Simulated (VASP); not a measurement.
# PbN4H8 (Pb(NH2)4) in VASP: single point with PBE

Aim: the single point of PbN4H8 (Pb(NH2)4) with PBE.

All numbers are computed with VASP 6.6.1; they aren't measurements. Logs are shortened: lines on timing, memory, paths and dates and some standing lists are left out, and cuts for length are marked.

## 1. The cell of the first run

The cell holds a molecule in a box, 13 atoms: a = 14.080 Å, b = 13.140 Å, c = 13.900 Å, α = 90.00°, β = 90.00°, γ = 90.00°.

## 2. Single point, PBE

INCAR reads:

```
SYSTEM = H8PbN4
PREC = Accurate
ENCUT = 520
EDIFF = 1E-7
ISMEAR = 0
SIGMA = 0.01
LREAL = .False.
LASPH = .True.
NELM = 60
ALGO = Normal
ISIF = 2
LWAVE = .False.
LCHARG = .False.
GGA = PE
NBANDS = 33
```

KPOINTS reads:

```
Automatic mesh
0
Gamma
  1 1 1
  0 0 0
```

POSCAR reads:

```
H8PbN4
1.0
   14.0800000000      0.0000000000      0.0000000000
    0.0000000000     13.1400000000      0.0000000000
    0.0000000000      0.0000000000     13.9000000000
Pb N H
1 4 8
Direct
    0.4952045500      0.5040083700      0.4983151100
    0.4809410500      0.3959292200      0.6175115100
    0.4779360800      0.4181727500      0.3654884900
    0.6244517000      0.5958257200      0.4853618700
    0.3818110800      0.6137815800      0.5206719400
    0.4608558200      0.4378774700      0.6763503600
    0.5476981500      0.3699239000      0.6338244600
    0.4798643500      0.3424657500      0.3830611500
    0.5366519900      0.4313462700      0.3237410100
    0.6805497200      0.5511407900      0.5060395700
    0.6198764200      0.6512305900      0.5370964000
    0.3789353700      0.6578455100      0.4598597100
    0.3196022700      0.5732222200      0.5197906500
```

Potentials or basis: VASP PAW PBE potentials, release 64 (Pb_d, N, H).

Command:

```sh
$ cat potpaw_PBE.64/Pb_d/POTCAR potpaw_PBE.64/N/POTCAR potpaw_PBE.64/H/POTCAR > POTCAR
$ mpirun -np 1 vasp_gam > vasp.out
```

OUTCAR:

```text
SYSTEM = H8PbN4
   PREC = Accurate
   ENCUT = 520
   EDIFF = 1E-7
   ISMEAR = 0
   LREAL = .False.
   LASPH = .True.
   NELM = 60
   ISIF = 2
   GGA = PE

 ion  position               nearest neighbor table
   1  0.495  0.504  0.498-   5 2.17   3 2.18   4 2.19   2 2.19
   2  0.481  0.396  0.618-   7 1.03   6 1.03   1 2.19
   3  0.478  0.418  0.365-   8 1.02   9 1.02   1 2.18
   4  0.624  0.596  0.485-  10 1.03  11 1.03   1 2.19
   5  0.382  0.614  0.521-  13 1.03  12 1.03   1 2.17
   6  0.461  0.438  0.676-   2 1.03
   7  0.548  0.370  0.634-   2 1.03
   8  0.480  0.342  0.383-   3 1.02
   9  0.537  0.431  0.324-   3 1.02
  10  0.681  0.551  0.506-   4 1.03
  11  0.620  0.651  0.537-   4 1.03
  12  0.379  0.658  0.460-   5 1.03
  13  0.320  0.573  0.520-   5 1.03

  LATTYP: Found a simple orthorhombic cell.
 ALAT       =    13.1400000000
 B/A-ratio  =     1.0578386606
 C/A-ratio  =     1.0715372907

  Lattice vectors:

 A1 = (   0.0000000000,  13.1400000000,   0.0000000000)
 A2 = (   0.0000000000,   0.0000000000,  13.9000000000)
 A3 = (  14.0800000000,   0.0000000000,   0.0000000000)

Analysis of symmetry for initial positions (statically):
=====================================================================
 Subroutine PRICEL returns:
 Original cell was already a primitive cell.

 Routine SETGRP: Setting up the symmetry group for a
 simple orthorhombic supercell.

 Subroutine GETGRP returns: Found  1 space group operations
 (whereof  1 operations were pure point group operations)
 out of a pool of  8 trial point group operations.

The static configuration has the point symmetry C_1 .

Analysis of symmetry for dynamics (positions and initial velocities):
=====================================================================
 Subroutine PRICEL returns:
 Original cell was already a primitive cell.

 Routine SETGRP: Setting up the symmetry group for a
 simple orthorhombic supercell.

 Subroutine GETGRP returns: Found  1 space group operations
 (whereof  1 operations were pure point group operations)
 out of a pool of  8 trial point group operations.

The dynamic configuration has the point symmetry C_1 .

 Subroutine INISYM returns: Found  1 space group operations
 (whereof  1 operations are pure point group operations),
 and found     1 'primitive' translations

----------------------------------------------------------------------------------------

                                     Primitive cell

  volume of cell :    2571.6557

  direct lattice vectors                    reciprocal lattice vectors
    14.080000000  0.000000000  0.000000000     0.071022727  0.000000000  0.000000000
     0.000000000 13.140000000  0.000000000     0.000000000  0.076103501  0.000000000
     0.000000000  0.000000000 13.900000000     0.000000000  0.000000000  0.071942446

  length of vectors
    14.080000000 13.140000000 13.900000000     0.071022727  0.076103501  0.071942446

  position of ions in fractional coordinates (direct lattice)
     0.495204550  0.504008370  0.498315110
     0.480941050  0.395929220  0.617511510
     0.477936080  0.418172750  0.365488490
     0.624451700  0.595825720  0.485361870
     0.381811080  0.613781580  0.520671940
     0.460855820  0.437877470  0.676350360
     0.547698150  0.369923900  0.633824460
     0.479864350  0.342465750  0.383061150
     0.536651990  0.431346270  0.323741010
     0.680549720  0.551140790  0.506039570
     0.619876420  0.651230590  0.537096400
     0.378935370  0.657845510  0.459859710
     0.319602270  0.573222220  0.519790650

  ion indices of the primitive-cell ions
   primitive index   ion index
                 1           1
                 2           2
                 3           3
                 4           4
                 5           5
                 6           6
                 7           7
                 8           8
                 9           9
                10          10
                11          11
                12          12
                13          13

----------------------------------------------------------------------------------------

 KPOINTS: Automatic mesh

Automatic generation of k-mesh.
 Grid dimensions read from file:
 generate k-points for:    1    1    1

 Generating k-lattice:

  Cartesian coordinates                     Fractional coordinates (reciprocal lattice)
     0.071022727  0.000000000  0.000000000     1.000000000  0.000000000  0.000000000
     0.000000000  0.076103501  0.000000000     0.000000000  1.000000000  0.000000000
     0.000000000  0.000000000  0.071942446     0.000000000  0.000000000  1.000000000

  Length of vectors
     0.071022727  0.076103501  0.071942446

  Shift w.r.t. Gamma in fractional coordinates (k-lattice)
     0.000000000  0.000000000  0.000000000

 Subroutine IBZKPT returns following result:
 ===========================================

 Found      1 irreducible k-points:

 Following reciprocal coordinates:
            Coordinates               Weight
  0.000000  0.000000  0.000000      1.000000
   k-points           NKPTS =      1   k-points in BZ     NKDIM =      1   number of bands    NBANDS=     33
   number of dos      NEDOS =    301   number of ions     NIONS =     13
   total plane-waves  NPLWV = ******
   dimension x,y,z NGX =   108 NGY =   98 NGZ =  108
   dimension x,y,z NGXF=   216 NGYF=  196 NGZF=  216
   ions per type =               1   4   8
   NGX,Y,Z   is equivalent  to a cutoff of  12.75, 12.40, 12.92 a.u.
   NGXF,Y,Z  is equivalent  to a cutoff of  25.50, 24.80, 25.83 a.u.
 SYSTEM =  H8PbN4
   PREC   = accura    normal or accurate (medium, high low for compatibility)
   ISTART =      0    job   : 0-new  1-cont  2-samecut
   ICHARG =      2    charge: 1-file 2-atom 10-const
   ISPIN  =      1    spin polarized calculation?
   LNONCOLLINEAR =      F non collinear calculations
   LSORBIT =      F    spin-orbit coupling
   LASPH  =      T    aspherical Exc in radial PAW
   ENCUT  =  520.0 eV  38.22 Ry    6.18 a.u.  26.18 24.43 25.84*2*pi/ulx,y,z
   NELM   =     60;   NELMIN=  2; NELMDL= -5     # of ELM steps
   EDIFF  = 0.1E-06   stopping-criterion for ELM
   LREAL  =      F    real-space projection
   EDIFFG = 0.1E-05   stopping-criterion for IOM
   NSW    =      0    number of steps for IOM
   IBRION =     -1    ionic relax: 0-MD 1-quasi-New 2-CG
   NFREE  =      0    steps in history (QN), initial steepest desc. (CG)
   ISIF   =      2    stress and relaxation
   ISYM   =      2    0-nonsym 1-usesym 2-fastsym
   POTIM  = 0.5000    time-step for ionic-motion
   TEBEG  =    0.0;   TEEND  =   0.0 temperature during run
   PSTRESS=    0.0 pullay stress
   NELECT =      42.0000    total number of electrons
   NUPDOWN=      -1.0000    fix difference up-down
   EMIN   =  10.00;   EMAX   =-10.00  energy-range for DOS
   EFERMI =   0.00;   METHOD = LEGACY
   ISMEAR =     0;   SIGMA  =   0.01  broadening in eV -4-tet -1-fermi 0-gaus
   EFERMI_NEDOS =   21; number of points for ismear=-14 and -15
   IALGO  =     38    algorithm
   IMIX   =      4    mixing-type and parameters
     AMIX     =   0.40;   BMIX     =  1.00
     AMIX_MAG =   1.60;   BMIX_MAG =  1.00
  volume/ion in A,a.u.               =     197.82      1334.95
  Fermi-wavevector in a.u.,A,eV,Ry     =   0.415356  0.784909  2.347284  0.172520
  Thomas-Fermi vector in A             =   1.374245
   LORBIT       =      0    0 simple, 1 ext, 2 COOP (PROOUT), +10 PAW based schemes
   GGA     = PE    functional components
   LHFCALC =     F    Hartree Fock is set to
   AEXX    =    0.0000 exact exchange contribution
   IVDW    =     0    specifies the selected vdW correction
   LEPSILON=     F    determine dielectric tensor
   LRPA    =     F    only Hartree local field effects (RPA)
 non-spin polarized calculation
 Gauss-broadening in eV      SIGMA  =   0.01
  energy-cutoff  :      520.00
  volume of cell :     2571.66
 maximum number of plane-waves:     34624
 NGX is ok and might be reduce to   108
   NGX = 53   NGY = 49   NGZ = 51

 number of electron      41.9999999 magnetization

 Free energy of the ion-electron system (eV)
  ---------------------------------------------------
  ext. energy  EPLUGINS =         0.00000000
  ---------------------------------------------------
  free energy    TOTEN  =       -63.86637029 eV

  energy without entropy =      -63.86637029  energy(sigma->0) =      -63.86637029

 E-fermi :  -5.5014     XC(G=0):  -0.8090

 val. band max:       -5.5616541287   @ k =   0.0000   0.0000   0.0000
 cond. band min:      -2.6156783991   @ k =   0.0000   0.0000   0.0000
 fundamental gap:      2.9459757295
 Fermi energy:        -5.5013900645

 k-point     1 :       0.0000    0.0000    0.0000
  band No.  band energies     occupation
      1     -21.5304      2.00000
      2     -21.4780      2.00000
      3     -21.4576      2.00000
      4     -20.7997      2.00000
      5     -20.7910      2.00000
      6     -20.5667      2.00000
[... 25 lines left out ...]
     32       1.0992      0.00000
     33       1.1656      0.00000

------------------------ aborting loop because EDIFF is reached ----------------------------------------

  FORCE on cell =-STRESS in cart. coord.  units (eV):
  Direction    XX          YY          ZZ          XY          YZ          ZX
  --------------------------------------------------------------------------------------
  -------------------------------------------------------------------------------------
  Total       -0.2337338     -0.1132156     -0.2430231      0.0802551     -0.0805852     -0.1144314
  in kB       -0.1456194     -0.0705349     -0.1514068      0.0500000     -0.0502057     -0.0712924
  external PRESSURE =      -0.1225204 kB  Pullay stress =       0.0000000 kB

 VOLUME and BASIS-vectors are now :
 -----------------------------------------------------------------------------
  energy-cutoff  :      520.00
  volume of cell :     2571.66
      direct lattice vectors                 reciprocal lattice vectors
    14.080000000  0.000000000  0.000000000     0.071022727  0.000000000  0.000000000
     0.000000000 13.140000000  0.000000000     0.000000000  0.076103501  0.000000000
     0.000000000  0.000000000 13.900000000     0.000000000  0.000000000  0.071942446

 POSITION                                       TOTAL-FORCE (eV/Angst)
 -----------------------------------------------------------------------------------
      6.97248      6.62267      6.92658         0.008978      0.003905      0.049179
      6.77165      5.20251      8.58341        -0.076564     -0.044281     -0.040769
      6.72934      5.49479      5.08029        -0.078376      0.065391     -0.004478
      8.79228      7.82915      6.74653        -0.025168      0.027740     -0.116168
      5.37590      8.06509      7.23734         0.081910     -0.024332      0.047168
      6.48885      5.75371      9.40127        -0.009247      0.045340      0.017061
      7.71159      4.86080      8.81016         0.041949     -0.005203     -0.019066
      6.75649      4.50000      5.32455         0.024638     -0.035731      0.040010
      7.55606      5.66789      4.50000         0.057660      0.007971      0.014285
      9.58214      7.24199      7.03395         0.011948     -0.048547      0.008494
      8.72786      8.55717      7.46564        -0.028400      0.033014      0.051598
      5.33541      8.64409      6.39205         0.024529      0.022214     -0.047336
      4.50000      7.53214      7.22509        -0.033859     -0.047481      0.000023
 -----------------------------------------------------------------------------------
    total drift:                               -0.000214      0.000847     -0.000222

  FREE ENERGIE OF THE ION-ELECTRON SYSTEM (eV)
  ---------------------------------------------------
  free  energy   TOTEN  =       -63.8663702855 eV

  energy  without entropy=      -63.8663702855  energy(sigma->0) =      -63.86637029
```

It took 5.6 min on 1 thread of Intel Xeon Platinum 8375C at 2.90GHz (Ice Lake), shared host; peak memory 1.7 GiB.

Results:

```
Free energy                     : -63.8664 eV
Largest force                   : 0.122 eV/Å
Gap between the frontier levels : 2.95 eV
```

Forces in eV/Å, atoms in the order of the input:
```
Pb   0.009  0.004  0.049
N   -0.077 -0.044 -0.041
N   -0.078  0.065 -0.004
N   -0.025  0.028 -0.116
N    0.082 -0.024  0.047
H   -0.009  0.045  0.017
H    0.042 -0.005 -0.019
H    0.025 -0.036  0.040
H    0.058  0.008  0.014
H    0.012 -0.049  0.008
H   -0.028  0.033  0.052
H    0.025  0.022 -0.047
H   -0.034 -0.047  0.000
```

Caveat: spin-orbit coupling is left out, which moves the levels of the heavy elements.
